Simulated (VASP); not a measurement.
Write the native input for VASP 6.6.1 that does the following.

```yaml
Task: relaxation of cell and atoms
Functional: LDA
Potentials_or_basis: VASP PAW LDA potentials, release 64 (Si)
Cutoff: 600 eV
k_mesh: 12 × 12 × 12
Occupations: gaussian, width 0.01 eV
Spin: no spin polarisation
Dipole_correction: no
Further_INCAR_settings: ALGO = Normal; EDIFF = 1e-07; IBRION = 2; EDIFFG = -0.001; NSW = 80; ISIF = 3
```

The structure of Si lies in POSCAR:

```
Si
1.0
    0.0000000000      2.7007939321      2.7007939321
    2.7007939321      0.0000000000      2.7007939321
    2.7007939321      2.7007939321      0.0000000000
Si
2
Direct
    0.5000000000      0.5000000000      0.5000000000
    0.7500000000      0.7500000000      0.7500000000
```

The input as run:

INCAR

```
  ALGO = Normal
  EDIFF = 1E-7
  EDIFFG = -0.001
  ENCUT = 600
  IBRION = 2
  ISIF = 3
  ISMEAR = 0
  LASPH = True
  LCHARG = False
  LREAL = False
  LWAVE = False
  NELM = 80
  NSW = 80
  PREC = Accurate
  SIGMA = 0.01
```

KPOINTS

```
k-points
0
Gamma
  12 12 12
```

Potentials or basis: VASP PAW LDA potentials, release 64 (Si).

Launch:

```bash
$ cat potpaw_LDA.64/Si/POTCAR > POTCAR
$ mpirun -np 1 vasp_std > vasp.out
```

Results of the run:

The relaxed volume is 19.72 Å³/atom and the relaxed cell is a = 3.820 Å, b = 3.820 Å, c = 3.820 Å, α = 60.00°, β = 60.00°, γ = 60.00°. The space group after relaxing (to 0.05 Å) is Fd-3m (No. 227). The energy gained by relaxing is 0.0 meV/atom and the ionic steps are 3. The pressure after relaxing is 0.0 GPa and the band gap on the k mesh is 0.44 eV, indirect (least direct gap 2.53 eV).

It took 12 s on 1 thread of Intel(R) Xeon(R) 6975P-C (Granite Rapids) (shared host), peak memory 0.15 GiB.
